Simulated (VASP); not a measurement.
# GaN (Fm-3m) in VASP: notebook

The runs below take GaN through single point, with revPBE+D4, BLYP, RPBE+D4.

Program: VASP 6.6.1. These are calculated values, not measurements. Logs are shortened: lines on timing, memory, paths and dates and some standing lists are left out, and cuts for length are marked.

## (1) The cell of the first run

The structure is cubic, space group Fm-3m (No. 225). Conventional cell: a = 4.138 Å, b = 4.138 Å, c = 4.138 Å, α = 90.00°, β = 90.00°, γ = 90.00°. Within 2.7 Å of Ga (site symmetry m-3m) lie 6 N at 2.07 Å. N (site symmetry m-3m) has 6 Ga at 2.07 Å within 2.7 Å.

## (2) Single point, revPBE+D4

File INCAR:

```
SYSTEM = GaN
PREC = Accurate ; ENCUT = 520
EDIFF = 1E-6 ; ISMEAR = 0
SIGMA = 0.05 ; LREAL = .False.
LASPH = .True. ; NELM = 60
ALGO = Normal ; ISIF = 2
LWAVE = .False. ; LCHARG = .False.
GGA = RE ; IVDW = 13
NBANDS = 16
```

File KPOINTS:

```
Automatic mesh
0
Gamma
  10 10 10
  0 0 0
```

File POSCAR:

```
GaN
1.0
    0.0000000000      2.0692100263      2.0692100263
    2.0692100263      0.0000000000      2.0692100263
    2.0692100263      2.0692100263      0.0000000000
Ga N
1 1
Direct
    0.5000000000      0.5000000000      0.5000000000
    0.0000000000      0.0000000000      0.0000000000
```

Potentials or basis: VASP PAW PBE potentials, release 64 (Ga_d, N).

Run with:

```sh
$ cat potpaw_PBE.64/Ga_d/POTCAR potpaw_PBE.64/N/POTCAR > POTCAR
$ mpirun -np 1 vasp_std > vasp.out
```

OUTCAR:

```text
SYSTEM = GaN
   PREC = Accurate
   ENCUT = 520
   EDIFF = 1E-6
   ISMEAR = 0
   LREAL = .False.
   LASPH = .True.
   NELM = 60
   ISIF = 2
   GGA = RE
   IVDW = 13

 ion  position               nearest neighbor table
   1  0.500  0.500  0.500-   2 2.07   2 2.07   2 2.07   2 2.07   2 2.07   2 2.07
   2  0.000  0.000  0.000-   1 2.07   1 2.07   1 2.07   1 2.07   1 2.07   1 2.07

  LATTYP: Found a face centered cubic cell.
 ALAT       =     4.1384200526

  Lattice vectors:

 A1 = (   0.0000000000,   2.0692100263,   2.0692100263)
 A2 = (   2.0692100263,   0.0000000000,   2.0692100263)
 A3 = (   2.0692100263,   2.0692100263,   0.0000000000)

Analysis of symmetry for initial positions (statically):
=====================================================================
 Subroutine PRICEL returns:
 Original cell was already a primitive cell.

 Routine SETGRP: Setting up the symmetry group for a
 face centered cubic supercell.

 Subroutine GETGRP returns: Found 48 space group operations
 (whereof 48 operations were pure point group operations)
 out of a pool of 48 trial point group operations.

The static configuration has the point symmetry O_h .

Analysis of symmetry for dynamics (positions and initial velocities):
=====================================================================
 Subroutine PRICEL returns:
 Original cell was already a primitive cell.

 Routine SETGRP: Setting up the symmetry group for a
 face centered cubic supercell.

 Subroutine GETGRP returns: Found 48 space group operations
 (whereof 48 operations were pure point group operations)
 out of a pool of 48 trial point group operations.

The dynamic configuration has the point symmetry O_h .

 Subroutine INISYM returns: Found 48 space group operations
 (whereof 48 operations are pure point group operations),
 and found     1 'primitive' translations

----------------------------------------------------------------------------------------

                                     Primitive cell

  volume of cell :      17.7192

  direct lattice vectors                    reciprocal lattice vectors
     0.000000000  2.069210026  2.069210026    -0.241638110  0.241638110  0.241638110
     2.069210026  0.000000000  2.069210026     0.241638110 -0.241638110  0.241638110
     2.069210026  2.069210026  0.000000000     0.241638110  0.241638110 -0.241638110

  length of vectors
     2.926304883  2.926304883  2.926304883     0.418529484  0.418529484  0.418529484

  position of ions in fractional coordinates (direct lattice)
     0.500000000  0.500000000  0.500000000
     0.000000000  0.000000000  0.000000000

  ion indices of the primitive-cell ions
   primitive index   ion index
                 1           1
                 2           2

----------------------------------------------------------------------------------------

 KPOINTS: Automatic mesh

Automatic generation of k-mesh.
 Grid dimensions read from file:
 generate k-points for:   10   10   10

 Generating k-lattice:

  Cartesian coordinates                     Fractional coordinates (reciprocal lattice)
    -0.024163811  0.024163811  0.024163811     0.100000000  0.000000000  0.000000000
     0.024163811 -0.024163811  0.024163811     0.000000000  0.100000000  0.000000000
     0.024163811  0.024163811 -0.024163811     0.000000000  0.000000000  0.100000000

  Length of vectors
     0.041852948  0.041852948  0.041852948

  Shift w.r.t. Gamma in fractional coordinates (k-lattice)
     0.000000000  0.000000000  0.000000000

 Subroutine IBZKPT returns following result:
 ===========================================

 Found     47 irreducible k-points:

 Following reciprocal coordinates:
            Coordinates               Weight
  0.000000  0.000000  0.000000      1.000000
  0.100000  0.000000  0.000000      8.000000
  0.200000  0.000000  0.000000      8.000000
  0.300000  0.000000  0.000000      8.000000
  0.400000  0.000000  0.000000      8.000000
  0.500000  0.000000  0.000000      4.000000
[... 16 lines left out ...]
  0.300000  0.300000  0.000000      6.000000
  0.400000  0.300000  0.000000     24.000000
 [... further k-points ...]
   k-points           NKPTS =     47   k-points in BZ     NKDIM =     47   number of bands    NBANDS=     16
   number of dos      NEDOS =    301   number of ions     NIONS =      2
   total plane-waves  NPLWV =  13824
   dimension x,y,z NGX =    24 NGY =   24 NGZ =   24
   dimension x,y,z NGXF=    48 NGYF=   48 NGZF=   48
   ions per type =               1   1
   NGX,Y,Z   is equivalent  to a cutoff of  13.63, 13.63, 13.63 a.u.
   NGXF,Y,Z  is equivalent  to a cutoff of  27.27, 27.27, 27.27 a.u.
 SYSTEM =  GaN
   PREC   = accura    normal or accurate (medium, high low for compatibility)
   ISTART =      0    job   : 0-new  1-cont  2-samecut
   ICHARG =      2    charge: 1-file 2-atom 10-const
   ISPIN  =      1    spin polarized calculation?
   LNONCOLLINEAR =      F non collinear calculations
   LSORBIT =      F    spin-orbit coupling
   LASPH  =      T    aspherical Exc in radial PAW
   ENCUT  =  520.0 eV  38.22 Ry    6.18 a.u.   5.44  5.44  5.44*2*pi/ulx,y,z
   NELM   =     60;   NELMIN=  2; NELMDL= -5     # of ELM steps
   EDIFF  = 0.1E-05   stopping-criterion for ELM
   LREAL  =      F    real-space projection
   EDIFFG = 0.1E-04   stopping-criterion for IOM
   NSW    =      0    number of steps for IOM
   IBRION =     -1    ionic relax: 0-MD 1-quasi-New 2-CG
   NFREE  =      0    steps in history (QN), initial steepest desc. (CG)
   ISIF   =      2    stress and relaxation
   ISYM   =      2    0-nonsym 1-usesym 2-fastsym
   POTIM  = 0.5000    time-step for ionic-motion
   TEBEG  =    0.0;   TEEND  =   0.0 temperature during run
   PSTRESS=    0.0 pullay stress
   NELECT =      18.0000    total number of electrons
   NUPDOWN=      -1.0000    fix difference up-down
   EMIN   =  10.00;   EMAX   =-10.00  energy-range for DOS
   EFERMI =   0.00;   METHOD = LEGACY
   ISMEAR =     0;   SIGMA  =   0.05  broadening in eV -4-tet -1-fermi 0-gaus
   EFERMI_NEDOS =   21; number of points for ismear=-14 and -15
   IALGO  =     38    algorithm
   IMIX   =      4    mixing-type and parameters
     AMIX     =   0.40;   BMIX     =  1.00
     AMIX_MAG =   1.60;   BMIX_MAG =  1.00
  volume/ion in A,a.u.               =       8.86        59.79
  Fermi-wavevector in a.u.,A,eV,Ry     =   1.645702  3.109925 36.849118  2.708334
  Thomas-Fermi vector in A             =   2.735454
   LORBIT       =      0    0 simple, 1 ext, 2 COOP (PROOUT), +10 PAW based schemes
   GGA     = RE    functional components
   LHFCALC =     F    Hartree Fock is set to
   AEXX    =    0.0000 exact exchange contribution
   IVDW    =    13    specifies the selected vdW correction
   LEPSILON=     F    determine dielectric tensor
   LRPA    =     F    only Hartree local field effects (RPA)
 non-spin polarized calculation
 Gauss-broadening in eV      SIGMA  =   0.05
  energy-cutoff  :      520.00
  volume of cell :       17.72
 maximum number of plane-waves:       531
 NGX is ok and might be reduce to    24
   NGX = 11   NGY = 11   NGZ = 11

 number of electron      17.9999992 magnetization

 Free energy of the ion-electron system (eV)
  ---------------------------------------------------
  ext. energy  EPLUGINS =         0.00000000
  ---------------------------------------------------
  free energy    TOTEN  =       -10.31503026 eV

  energy without entropy =      -10.31503026  energy(sigma->0) =      -10.31503026

 E-fermi :   9.0398     XC(G=0): -13.3300

 val. band max:        8.7793820671   @ k =  -0.2000   0.2000   0.0000
 cond. band min:       9.8807000017   @ k =   0.5000   0.5000   0.0000
 fundamental gap:      1.1013179346
 Fermi energy:         9.0397845020

 k-point     1 :       0.0000    0.0000    0.0000
  band No.  band energies     occupation
      1      -9.1792      2.00000
      2      -5.1688      2.00000
      3      -5.1688      2.00000
      4      -5.1688      2.00000
      5      -5.0585      2.00000
      6      -5.0585      2.00000
[... 8 lines left out ...]
     15      25.6518      0.00000
     16      25.6518      0.00000

 k-point     2 :       0.1000    0.0000    0.0000
  band No.  band energies     occupation
      1      -8.9721      2.00000
      2      -5.1793      2.00000
      3      -5.1581      2.00000
      4      -5.1581      2.00000
      5      -5.0742      2.00000
      6      -5.0742      2.00000
[... 8 lines left out ...]
     15      25.4452      0.00000
     16      25.4452      0.00000

 k-point     3 :       0.2000    0.0000    0.0000
  band No.  band energies     occupation
      1      -8.3712      2.00000
      2      -5.2082      2.00000
      3      -5.1905      2.00000
      4      -5.1905      2.00000
      5      -5.0539      2.00000
      6      -5.0539      2.00000
[... 8 lines left out ...]
     15      26.4041      0.00000
     16      26.4041      0.00000

 k-point     4 :       0.3000    0.0000    0.0000
  band No.  band energies     occupation
      1      -7.4523      2.00000
      2      -5.2727      2.00000
      3      -5.2727      2.00000
      4      -5.2515      2.00000
      5      -4.9846      2.00000
      6      -4.9846      2.00000
[... 8 lines left out ...]
     15      28.2786      0.00000
     16      28.2786      0.00000
[... 324 lines left out ...]
 k-point    22 :      -0.2000    0.2000    0.0000
  band No.  band energies     occupation
      1      -7.2967      2.00000
      2      -5.2835      2.00000
      3      -5.2633      2.00000
      4      -5.2218      2.00000
      5      -5.0418      2.00000
      6      -4.7643      2.00000
[... 8 lines left out ...]
     15      28.5731      0.00000
     16      30.6011      0.00000

 k-point    23 :       0.3000    0.3000    0.0000
  band No.  band energies     occupation
      1      -7.4883      2.00000
      2      -5.3136      2.00000
      3      -4.9733      2.00000
      4      -4.9721      2.00000
      5      -4.9721      2.00000
      6      -4.7015      2.00000
[... 8 lines left out ...]
     15      33.5850      0.00000
     16      35.6166      0.00000

 k-point    24 :       0.4000    0.3000    0.0000
  band No.  band energies     occupation
      1      -7.2448      2.00000
      2      -5.3322      2.00000
      3      -5.0154      2.00000
      4      -4.9628      2.00000
      5      -4.8931      2.00000
      6      -4.0440      2.00000
[... 8 lines left out ...]
     15      34.4516      0.00000
     16      36.1015      0.00000

 [... further k-points ...]

------------------------ aborting loop because EDIFF is reached ----------------------------------------

  DFT-D4 for vdW energy calculation

  Edisp (eV):   -1.81005

  FORCE on cell =-STRESS in cart. coord.  units (eV):
  Direction    XX          YY          ZZ          XY          YZ          ZX
  --------------------------------------------------------------------------------------
  -------------------------------------------------------------------------------------
  Total       1.28037     1.28037     1.28037    -0.00000     0.00000    -0.00000
  in kB     115.77157   115.77157   115.77157    -0.00000     0.00000    -0.00000
  external pressure =      115.77 kB  Pullay stress =        0.00 kB

 VOLUME and BASIS-vectors are now :
 -----------------------------------------------------------------------------
  energy-cutoff  :      520.00
  volume of cell :       17.72
      direct lattice vectors                 reciprocal lattice vectors
     0.000000000  2.069210026  2.069210026    -0.241638110  0.241638110  0.241638110
     2.069210026  0.000000000  2.069210026     0.241638110 -0.241638110  0.241638110
     2.069210026  2.069210026  0.000000000     0.241638110  0.241638110 -0.241638110

 POSITION                                       TOTAL-FORCE (eV/Angst)
 -----------------------------------------------------------------------------------
      2.06921      2.06921      2.06921         0.000000      0.000000      0.000000
      0.00000      0.00000      0.00000         0.000000      0.000000     -0.000000
 -----------------------------------------------------------------------------------
    total drift:                                0.000000     -0.000000      0.000000

  FREE ENERGIE OF THE ION-ELECTRON SYSTEM (eV)
  ---------------------------------------------------
  free  energy   TOTEN  =       -12.1250851370 eV

  energy  without entropy=      -12.1250851370  energy(sigma->0) =      -12.12508514
```

Wall time 21 s (1 thread of Intel Xeon Platinum 8488C (Sapphire Rapids), shared host); peak memory 0.14 GiB.

What came out:

```
Free energy                : -12.1251 eV
Pressure                   : 11.6 GPa
Band gap on the k mesh     : 1.10 eV, indirect (least direct gap 3.58 eV)
Dispersion energy per atom : -0.905 eV
```

Caveat: the PAW data sets were made with another functional, which shifts forces and pressure a little.

## (3) Single point, revPBE+D4 (volume scaled by 0.98)

File INCAR:

```
SYSTEM = GaN
ALGO = Normal ; EDIFF = 1E-6
ENCUT = 520 ; GGA = RE
ISIF = 2 ; ISMEAR = 0
IVDW = 13 ; LASPH = .TRUE.
LCHARG = .TRUE. ; LELF = .TRUE.
LREAL = .FALSE. ; LVHAR = .TRUE.
LWAVE = .FALSE. ; NBANDS = 16
NELM = 60 ; PREC = Accurate
SIGMA = 0.05
```

File KPOINTS:

```
k-points
0
G
  10 10 10
  0 0 0
```

File POSCAR:

```
GaN
1.0
    0.0000000000      2.0836632783      2.0836632783
    2.0836632783      0.0000000000      2.0836632783
    2.0836632783      2.0836632783      0.0000000000
Ga N
1 1
Direct
    0.5000000000      0.5000000000      0.5000000000
    0.0000000000      0.0000000000      0.0000000000
```

Potentials or basis: VASP PAW PBE potentials, release 64 (Ga_d, N).

Run with:

```sh
$ cat potpaw_PBE.64/Ga_d/POTCAR potpaw_PBE.64/N/POTCAR > POTCAR
$ mpirun -np 1 vasp_std > vasp.out
```

OUTCAR:

```text
SYSTEM = GaN
   EDIFF = 1E-6
   ENCUT = 520
   GGA = RE
   ISIF = 2
   ISMEAR = 0
   IVDW = 13
   LASPH = .TRUE.
   LREAL = .FALSE.
   NELM = 60
   PREC = Accurate

 ion  position               nearest neighbor table
   1  0.500  0.500  0.500-   2 2.08   2 2.08   2 2.08   2 2.08   2 2.08   2 2.08
   2  0.000  0.000  0.000-   1 2.08   1 2.08   1 2.08   1 2.08   1 2.08   1 2.08

  LATTYP: Found a face centered cubic cell.
 ALAT       =     4.1673265566

  Lattice vectors:

 A1 = (   0.0000000000,   2.0836632783,   2.0836632783)
 A2 = (   2.0836632783,   0.0000000000,   2.0836632783)
 A3 = (   2.0836632783,   2.0836632783,   0.0000000000)
[... 642 lines left out ...]

  DFT-D4 for vdW energy calculation

  Edisp (eV):   -1.77066

  FORCE on cell =-STRESS in cart. coord.  units (eV):
  Direction    XX          YY          ZZ          XY          YZ          ZX
  --------------------------------------------------------------------------------------
  -------------------------------------------------------------------------------------
  Total       0.66881     0.66881     0.66881    -0.00000     0.00000     0.00000
  in kB      59.22418    59.22418    59.22418    -0.00000     0.00000     0.00000
  external pressure =       59.22 kB  Pullay stress =        0.00 kB

 VOLUME and BASIS-vectors are now :
 -----------------------------------------------------------------------------
  energy-cutoff  :      520.00
  volume of cell :       18.09
      direct lattice vectors                 reciprocal lattice vectors
     0.000000000  2.083663278  2.083663278    -0.239961996  0.239961996  0.239961996
     2.083663278  0.000000000  2.083663278     0.239961996 -0.239961996  0.239961996
     2.083663278  2.083663278  0.000000000     0.239961996  0.239961996 -0.239961996

 POSITION                                       TOTAL-FORCE (eV/Angst)
 -----------------------------------------------------------------------------------
      2.08366      2.08366      2.08366         0.000000     -0.000000     -0.000000
      0.00000      0.00000      0.00000        -0.000000      0.000000      0.000000
 -----------------------------------------------------------------------------------
    total drift:                                0.000000     -0.000000      0.000000

  FREE ENERGIE OF THE ION-ELECTRON SYSTEM (eV)
  ---------------------------------------------------
  free  energy   TOTEN  =       -12.1456910690 eV

  energy  without entropy=      -12.1456910690  energy(sigma->0) =      -12.14569107
```

OSZICAR:

```text
N       E                     dE             d eps       ncg     rms          rms(c)
DAV:   1     0.760027465083E+02    0.76003E+02   -0.90611E+03  1664   0.220E+03
DAV:   2    -0.777573605506E+01   -0.83778E+02   -0.78876E+02  1792   0.335E+02
DAV:   3    -0.121748333032E+02   -0.43991E+01   -0.43863E+01  1672   0.626E+01
DAV:   4    -0.122154988395E+02   -0.40666E-01   -0.40663E-01  1928   0.640E+00
DAV:   5    -0.122158732314E+02   -0.37439E-03   -0.37439E-03  1784   0.575E-01    0.745E+00
DAV:   6    -0.103926381662E+02    0.18232E+01   -0.41239E+00  2160   0.407E+01    0.243E+00
DAV:   7    -0.103875563033E+02    0.50819E-02   -0.25570E-01  1808   0.508E+00    0.160E+00
DAV:   8    -0.103766529528E+02    0.10903E-01   -0.24880E-02  1752   0.227E+00    0.456E-01
DAV:   9    -0.103750201059E+02    0.16328E-02   -0.61805E-03  1960   0.213E+00    0.105E-01
DAV:  10    -0.103750214899E+02   -0.13840E-05   -0.46373E-04  1704   0.275E-01    0.124E-02
DAV:  11    -0.103750231912E+02   -0.17013E-05   -0.36352E-05  1856   0.643E-02    0.133E-02
DAV:  12    -0.103750262647E+02   -0.30735E-05   -0.26190E-06  1744   0.301E-02    0.324E-03
DAV:  13    -0.103750261965E+02    0.68183E-07   -0.35967E-07   960   0.603E-03
   1 F= -.12145691E+02 E0= -.12145691E+02  d E =-.359064E-11
```

Run time: 24 s. Hardware: 1 thread of Intel Xeon Platinum 8488C (Sapphire Rapids), shared host; peak memory 0.14 GiB.

What came out:

```
Free energy                : -12.1457 eV
Pressure                   : 5.9 GPa
Band gap on the k mesh     : 0.96 eV, indirect (least direct gap 3.30 eV)
Dispersion energy per atom : -0.885 eV
```

Levels at points of the mesh, in eV from the valence-band top:
| k point | band 7 | band 8 | band 9 | band 10 | band 11 | band 12 |
| --- | --- | --- | --- | --- | --- | --- |
| (0.00, 0.00, 0.00) | -0.53 | -0.53 | -0.53 | 2.78 | 15.00 | 15.00 |
| (0.50, 0.00, 0.00) | -8.42 | -0.14 | -0.14 | 4.93 | 9.42 | 9.42 |
| (0.50, 0.50, 0.00) | -7.42 | -3.17 | -3.17 | 0.96 | 7.90 | 12.45 |

Caveat: the PAW data sets were made with another functional, which shifts forces and pressure a little. A k mesh can miss the band edges.

(Continued in part 2 of 3.)
